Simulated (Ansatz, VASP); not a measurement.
**CdS: VASP beside Ansatz**

```
Cd S
1.0
    -2.09858   -3.63485    0.00000
     2.09858   -3.63485    0.00000
     0.17488   -2.12033   13.65546
Cd S
4 4
Direct
  0.44021 0.36472 0.90583
  0.56521 0.53139 0.40583
  0.29438 0.28139 0.15583
  0.16938 0.11472 0.65583
  0.64312 0.63528 0.09417
  0.51812 0.46861 0.59417
  0.24729 0.21861 0.34417
  0.12229 0.05194 0.84417
```

Alike in both runs: task single point; functional PBE; k mesh 7 × 7 × 2; occupations gaussian, width 0.05 eV; no spin polarisation.

|  | VASP | Ansatz |
| --- | --- | --- |
| version | VASP 6.6.1 | Ansatz 0.2.0 |
| potentials or method | VASP PAW PBE potentials, release 64 (Cd, S), cutoff 520 eV | scalar-relativistic, plane waves, PAW |
| valence electrons in the cell | 72 | 104 |

```tsv
	VASP	Ansatz	Ansatz less VASP
gap on the k mesh at the Fermi level (eV)	0.63	0.63	+0.002
least direct gap on the mesh (eV)	0.63	0.63	+0.002
pressure (GPa)	-0.4	-0.7	-0.28
traceless stress, the component that is largest in VASP (GPa)	-0.52	-0.53	-0.016
rms of the force components (eV/Å)	0.153	0.148	-0.0051
```

Atom by atom the forces differ by 0.007 eV/Å (rms over components). VASP's potentials hold 72 valence electrons a cell and Ansatz's 104, so a difference there can come from the potentials and not from the codes.
